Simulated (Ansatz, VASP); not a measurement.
One calculation of Ga4P, two programs

The input INCAR:

```
SYSTEM = Ga4P
ALGO = Normal
EDIFF = 1E-7
EDIFFG = -0.04
ENCUT = 600
GGA = PE
IBRION = 2
ISIF = 3
ISMEAR = 0
LASPH = .TRUE.
LCHARG = .FALSE.
LREAL = .FALSE.
LWAVE = .FALSE.
NELM = 60
NSW = 90
PREC = Accurate
SIGMA = 0.1
```

Contents of KPOINTS:

```
k-points
0
G
  6 6 6
  0 0 0
```

File POSCAR:

```
Ga4P
1.0
   -2.2682166000      2.2682166000      4.2886220300
    2.2682166000     -2.2682166000      4.2886220300
    2.2682166000      2.2682166000     -4.2886220300
Ga P
4 1
Direct
    0.2450000000      0.2450000000      0.0000000000
    0.7550000000      0.7550000000      0.0000000000
    0.5000000000      0.0000000000      0.5000000000
    0.0000000000      0.5000000000      0.5000000000
    0.0000000000      0.0000000000      0.0000000000
```

Input for Ansatz:

```yaml
crystal:
  lattice:
    - [-2.2682166, 2.2682166, 4.28862203]
    - [2.2682166, -2.2682166, 4.28862203]
    - [2.2682166, 2.2682166, -4.28862203]
  atoms:
    - { symbol: Ga, position: [0.245, 0.245, 0.0] }
    - { symbol: Ga, position: [0.755, 0.755, 0.0] }
    - { symbol: Ga, position: [0.5, 0.0, 0.5] }
    - { symbol: Ga, position: [0.0, 0.5, 0.5] }
    - { symbol: P, position: [0.0, 0.0, 0.0] }
basis:
  ecutwfc: 420
kpoints:
  mp_grid: { grid: [6, 6, 6] }
hamiltonian:
  xc: pbe
scf:
  occupations: { method: gaussian, width: 0.1 }
  lower_state_search: "off"
output:
  forces: true
  stress: true
  eigenvalues: true
relax:
  adjacent_minimum: "off"
  f_tol: 0.04
  max_steps: 70
  cell: { stress_tol: 0.4 }
```

Change from the starting cell: species swapped into the PbF4 type (I4/mmm, No. 139).

Alike in both runs: task relaxation of cell and atoms; functional PBE; k mesh 6 × 6 × 6; occupations gaussian, width 0.1 eV; no spin polarisation.

|  | VASP | Ansatz |
| --- | --- | --- |
| version | VASP 6.6.1 | Ansatz 0.2.0 |
| potentials or method | VASP PAW PBE potentials, release 64 (Ga_d, P), cutoff 600 eV | scalar-relativistic, plane waves, PAW |
| valence electrons in the cell | 57 | 57 |

```tsv
	VASP	Ansatz	Ansatz less VASP
gap on the k mesh at the Fermi level, each at its own relaxed structure (eV)	none	none	-
relaxed volume (Å³/atom)	19.91	19.89	-0.016
relaxed cell length with the largest relative difference (Å)	5.239	5.236	-0.0034
```

A gap of «none» marks a metal or a gap that the smearing closes.
